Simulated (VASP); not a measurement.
Input of a VASP 6.6.1 run:

Contents of INCAR:

```
ALGO = Normal
EDIFF = 1E-6
ENCUT = 520
GGA = PS
ISIF = 2
ISMEAR = 0
LASPH = True
LCHARG = False
LREAL = False
LWAVE = False
NBANDS = 16
NELM = 60
PREC = Accurate
SIGMA = 0.02
```

The input KPOINTS:

```
k-points
0
Gamma
  10 10 10
```

File POSCAR:

```
ZnSe
1.0
    0.0000000000      2.6102917640      2.6102917640
    2.6102917640      0.0000000000      2.6102917640
    2.6102917640      2.6102917640      0.0000000000
Zn Se
1 1
Direct
    0.0000000000      0.0000000000      0.0000000000
    0.7500000000      0.7500000000      0.7500000000
```

Potentials or basis: VASP PAW PBE potentials, release 64 (Zn, Se).

Command:

```sh
$ cat potpaw_PBE.64/Zn/POTCAR potpaw_PBE.64/Se/POTCAR > POTCAR
$ mpirun -np 1 vasp_std > vasp.out
```

**Question.** Estimate the band gap on the k mesh.

**Answer.** 2.16 eV, indirect (least direct gap 2.24 eV).

**Question.** What does it give for the pressure?

**Answer.** 25.6 GPa.

Caveat: the PAW data sets were made with another functional, which shifts forces and pressure a little. A k mesh can miss the band edges.
